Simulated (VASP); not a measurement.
# MgO (R-3m) in VASP: further runs, part 2 of 2

VASP 6.6.1. The steps go on from the part before.

### Step 4. Single point, r2SCAN

This run uses another cell than the first one, of the same volume but with other edges.

The input, POSCAR:

```
MgO
1.0
    0.2637546679      2.2419146773      2.2419146773
    2.2419146773      0.2637546679      2.2419146773
    2.2419146773      2.2419146773      0.2637546679
Mg O
1 1
Direct
    0.0000000000      0.0000000000      0.0000000000
    0.5000000000      0.5000000000      0.5000000000
```

The input, INCAR.step1:

```
SYSTEM = MgO
  PREC = Accurate
  ENCUT = 520
  ISMEAR = 0
  SIGMA = 0.05
  LREAL = .False.
  LASPH = .True.
  NELM = 80
  NBANDS = 11
  GGA = PE
  ALGO = Normal
  EDIFF = 1E-4
  LWAVE = .True.
  LCHARG = .False.
```

The input, INCAR.step2:

```
SYSTEM = MgO
  PREC = Accurate
  ENCUT = 520
  EDIFF = 1E-6
  ISMEAR = 0
  SIGMA = 0.05
  LREAL = .False.
  LASPH = .True.
  NELM = 80
  ALGO = Normal
  ISIF = 2
  LWAVE = .False.
  LCHARG = .False.
  METAGGA = R2SCAN
  LMIXTAU = .True.
  NBANDS = 11
  ISTART = 1
```

The input, KPOINTS:

```
Automatic mesh
0
Gamma
  10 10 10
  0 0 0
```

Potentials or basis: VASP PAW PBE potentials, release 64 (Mg, O).

The run is started by

```sh
> cat potpaw_PBE.64/Mg/POTCAR potpaw_PBE.64/O/POTCAR > POTCAR
> cp INCAR.step1 INCAR
> mpirun -np 1 vasp_std > vasp.out
> cp INCAR.step2 INCAR
> mpirun -np 1 vasp_std > vasp.out
```

OUTCAR:

```text
SYSTEM = MgO
   PREC = Accurate
   ENCUT = 520
   EDIFF = 1E-6
   ISMEAR = 0
   LREAL = .False.
   LASPH = .True.
   NELM = 80
   ISIF = 2
   METAGGA = R2SCAN
   ISTART = 1

 ion  position               nearest neighbor table
   1  0.000  0.000  0.000-   2 2.12   2 2.12   2 2.12   2 2.12   2 2.12   2 2.12
   2  0.500  0.500  0.500-   1 2.12   1 2.12   1 2.12   1 2.12   1 2.12   1 2.12

  LATTYP: Found a trigonal (rhomboedric) cell.
 ALAT       =     3.1814979751
 COS(alpha) =     0.6134020618

  Lattice vectors:

 A1 = (   0.2637546679,   2.2419146773,   2.2419146773)
[... 514 lines left out ...]
      7      17.5723      0.00000
      8      21.9802      0.00000
      9      23.5136      0.00000
     10      28.4465      0.00000
     11      29.5094      0.00000

 [... further k-points ...]
[... 5 lines left out ...]
  --------------------------------------------------------------------------------------
  -------------------------------------------------------------------------------------
  Total       -0.0404504     -0.0404504     -0.0404504     -2.7759986     -2.7759986     -2.7759986
  in kB       -3.4884944     -3.4884944     -3.4884944   -239.4056107   -239.4056107   -239.4056107
  external PRESSURE =      -3.4884944 kB  Pullay stress =       0.0000000 kB

 VOLUME and BASIS-vectors are now :
 -----------------------------------------------------------------------------
  energy-cutoff  :      520.00
  volume of cell :       18.58
      direct lattice vectors                 reciprocal lattice vectors
     0.263754668  2.241914677  2.241914677    -0.266802370  0.238717910  0.238717910
     2.241914677  0.263754668  2.241914677     0.238717910 -0.266802370  0.238717910
     2.241914677  2.241914677  0.263754668     0.238717910  0.238717910 -0.266802370

 POSITION                                       TOTAL-FORCE (eV/Angst)
 -----------------------------------------------------------------------------------
      0.00000      0.00000      0.00000        -0.000000      0.000000      0.000000
      2.37379      2.37379      2.37379         0.000000     -0.000000     -0.000000
 -----------------------------------------------------------------------------------
    total drift:                               -0.000000     -0.000000      0.000000

  FREE ENERGIE OF THE ION-ELECTRON SYSTEM (eV)
  ---------------------------------------------------
  free  energy   TOTEN  =       -15.6874156107 eV

  energy  without entropy=      -15.6874156107  energy(sigma->0) =      -15.68741561
```

OSZICAR.step1:

```text
N       E                     dE             d eps       ncg     rms          rms(c)
DAV:   1     0.145989012124E+02    0.14599E+02   -0.47064E+03  2904   0.658E+02
DAV:   2    -0.124833514726E+02   -0.27082E+02   -0.26323E+02  2958   0.135E+02
DAV:   3    -0.130856704320E+02   -0.60232E+00   -0.60177E+00  3089   0.177E+01
DAV:   4    -0.130871332176E+02   -0.14628E-02   -0.14628E-02  2774   0.990E-01
DAV:   5    -0.130871378326E+02   -0.46151E-05   -0.46151E-05  2932   0.548E-02    0.726E+00
DAV:   6    -0.114886395440E+02    0.15985E+01   -0.87892E+00  2765   0.164E+01    0.225E+00
DAV:   7    -0.114681741636E+02    0.20465E-01   -0.63428E-02  2810   0.219E+00    0.137E+00
DAV:   8    -0.114570148002E+02    0.11159E-01   -0.35629E-02  2702   0.200E+00    0.256E-01
DAV:   9    -0.114564528413E+02    0.56196E-03   -0.14113E-03  2951   0.262E-01    0.103E-01
DAV:  10    -0.114564877520E+02   -0.34911E-04   -0.25696E-04  2693   0.124E-01
   1 F= -.11456488E+02 E0= -.11456488E+02  d E =-.927816E-14
```

Wall time 43 s (1 thread of Intel Xeon Platinum 8559C (Emerald Rapids), shared host); peak memory 0.16 GiB.

What came out:

| Item | Value |
| --- | --- |
| Free energy | -15.6874 eV |
| Pressure | -0.3 GPa |
| Band gap on the k mesh | 4.22 eV, direct |

Stress tensor (GPa, compression positive):
```
 -0.35 -23.94 -23.94
-23.94  -0.35 -23.94
-23.94 -23.94  -0.35
```

Caveat: the PAW data sets were made with another functional, which shifts forces and pressure a little.

### Step 5. Single point, r2SCAN

This run uses another cell than the first one, of the same volume but with other edges.

The input, POSCAR:

```
MgO
1.0
    0.8219504554      2.5832728598      2.5832728598
    2.5832728598      0.8219504554      2.5832728598
    2.5832728598      2.5832728598      0.8219504554
Mg O
1 1
Direct
    0.0000000000      0.0000000000      0.0000000000
    0.5000000000      0.5000000000      0.5000000000
```

The input, INCAR.step1:

```
SYSTEM = MgO
  PREC = Accurate
  ENCUT = 520
  ISMEAR = 0
  SIGMA = 0.05
  LREAL = .FALSE.
  LASPH = .TRUE.
  NELM = 60
  NBANDS = 11
  GGA = PE
  ALGO = Normal
  EDIFF = 1E-4
  LWAVE = .TRUE.
  LCHARG = .FALSE.
```

The input, INCAR.step2:

```
SYSTEM = MgO
  PREC = Accurate
  ENCUT = 520
  EDIFF = 1E-6
  ISMEAR = 0
  SIGMA = 0.05
  LREAL = .FALSE.
  LASPH = .TRUE.
  NELM = 60
  ALGO = Normal
  ISIF = 2
  LWAVE = .FALSE.
  LCHARG = .FALSE.
  METAGGA = R2SCAN
  LMIXTAU = .TRUE.
  NBANDS = 11
  ISTART = 1
```

The input, KPOINTS:

```
Automatic mesh
0
G
  10 10 10
  0 0 0
```

The run is started by

```sh
> cat potpaw_PBE.64/Mg/POTCAR potpaw_PBE.64/O/POTCAR > POTCAR
> cp INCAR.step1 INCAR
> mpirun -np 1 vasp_std > vasp.out
> cp INCAR.step2 INCAR
> mpirun -np 1 vasp_std > vasp.out
```

Wall time 1.7 min (1 thread of Intel Xeon Platinum 8559C (Emerald Rapids), shared host); peak memory 0.18 GiB.

It converged, with:

```
Free energy            : -11.4742 eV
Pressure               : 19.0 GPa
Band gap on the k mesh : zero (band 4 reaches 6.11 eV, above the bottom of band 5 at 5.66 eV)
```

Stress tensor (GPa, compression positive):
```
 18.97 -71.06 -71.06
-71.06  18.97 -71.06
-71.06 -71.06  18.97
```

Levels at points of the mesh, in eV from the Fermi level:
```
           k point  band 1  band 2  band 3  band 4  band 5  band 6  band 7  band 8  band 9
(0.00, 0.00, 0.00)  -20.52   -5.62   -2.92    0.21    0.21   13.86   14.01   18.98   18.98
(0.50, 0.00, 0.00)  -18.22   -6.24   -4.25   -1.01    1.97    7.27   12.64   17.15   17.31
(0.50, 0.50, 0.00)  -18.20   -6.14   -4.78   -1.04    3.65    6.01   12.28   14.38   17.82
(0.50, 0.50, 0.50)  -20.13   -9.27    0.12    0.12    3.47    8.99   19.16   20.47   20.47
```

Caveat: the PAW data sets were made with another functional, which shifts forces and pressure a little.

### Step 6. Single point, r2SCAN

This run uses another cell than the first one, of the same volume but with other edges.

The input, POSCAR:

```
MgO
1.0
    0.1092729437      2.1581406381      2.1581406381
    2.1581406381      0.1092729437      2.1581406381
    2.1581406381      2.1581406381      0.1092729437
Mg O
1 1
Direct
    0.0000000000      0.0000000000      0.0000000000
    0.5000000000      0.5000000000      0.5000000000
```

The input, INCAR.step1:

```
SYSTEM = MgO
PREC     = Accurate       ! precision mode
ENCUT    = 520            ! plane-wave cutoff, eV
ISMEAR   = 0              ! smearing method
SIGMA    = 0.05           ! smearing width, eV
LREAL    = .FALSE.        ! projectors in reciprocal space
LASPH    = .TRUE.         ! aspherical terms in the spheres
NELM     = 60             ! most SCF steps
NBANDS   = 11             ! bands
GGA      = PE             ! functional
ALGO     = Normal         ! electronic algorithm
EDIFF    = 1E-4           ! SCF threshold, eV
LWAVE    = .TRUE.         ! write WAVECAR
LCHARG   = .FALSE.        ! write CHGCAR
```

The input, INCAR.step2:

```
SYSTEM = MgO
PREC     = Accurate       ! precision mode
ENCUT    = 520            ! plane-wave cutoff, eV
EDIFF    = 1E-6           ! SCF threshold, eV
ISMEAR   = 0              ! smearing method
SIGMA    = 0.05           ! smearing width, eV
LREAL    = .FALSE.        ! projectors in reciprocal space
LASPH    = .TRUE.         ! aspherical terms in the spheres
NELM     = 60             ! most SCF steps
ALGO     = Normal         ! electronic algorithm
ISIF     = 2              ! what is computed and relaxed
LWAVE    = .FALSE.        ! write WAVECAR
LCHARG   = .TRUE.         ! write CHGCAR
METAGGA  = R2SCAN         ! meta-GGA
LMIXTAU  = .TRUE.       
LELF     = .TRUE.         ! ELF
LVHAR    = .TRUE.       
NBANDS   = 11             ! bands
ISTART   = 1
```

KPOINTS is that of step 5.

Potentials or basis: VASP PAW PBE potentials, release 64 (Mg, O).

The run is started by

```sh
> cat potpaw_PBE.64/Mg/POTCAR potpaw_PBE.64/O/POTCAR > POTCAR
> cp INCAR.step1 INCAR
> mpirun -np 1 vasp_std > vasp.out
> cp INCAR.step2 INCAR
> mpirun -np 1 vasp_std > vasp.out
```

Wall time 51 s (1 thread of Intel Xeon Platinum 8559C (Emerald Rapids), shared host); peak memory 0.16 GiB.

It converged, with:

| Item | Value |
| --- | --- |
| Free energy | -16.0836 eV |
| Pressure | -1.0 GPa |
| Band gap on the k mesh | 5.31 eV, direct |

Stress tensor (GPa, compression positive):
```
-1.04 -8.98 -8.98
-8.98 -1.04 -8.98
-8.98 -8.98 -1.04
```

Levels at points of the mesh, in eV from the valence-band top:
```tsv
k point	band 1	band 2	band 3	band 4	band 5	band 6	band 7	band 8	band 9
(0.00, 0.00, 0.00)	-18.45	-0.65	0.00	0.00	5.31	15.33	17.40	17.40	20.62
(0.50, 0.00, 0.00)	-17.12	-4.77	-1.22	-0.78	8.34	13.83	16.52	17.40	21.89
(0.50, 0.50, 0.00)	-16.92	-4.35	-1.91	-1.28	9.51	11.20	13.96	19.85	20.69
(0.50, 0.50, 0.50)	-17.38	-5.15	-0.54	-0.54	9.19	12.72	18.41	18.41	22.96
```

Caveat: the PAW data sets were made with another functional, which shifts forces and pressure a little.

### Step 7. Overview

```tsv
cell	gap on the mesh (eV)	pressure (GPa)
a = 2.669 Å, angles 82.7°, 2 atoms	3.55	-3.6
a = 2.833 Å, angles 67.3°, 2 atoms	4.68	-1.1
a = 3.181 Å, angles 52.2°, 2 atoms	4.22	-0.3
a = 3.745 Å, angles 38.9°, 2 atoms	none	19.0
a = 3.054 Å, angles 56.6°, 2 atoms	5.31	-1.0
```

Alike in all rows: task single point; level r2SCAN; potentials or basis VASP PAW PBE potentials, release 64 (Mg, O); no spin polarisation; k mesh 10 × 10 × 10; cutoff (eV) 520; smearing gaussian 0.05 eV.

Caveats: the PAW data sets were made with another functional, which shifts forces and pressure a little.

Absolute energies hang on the potentials; compare differences alone.
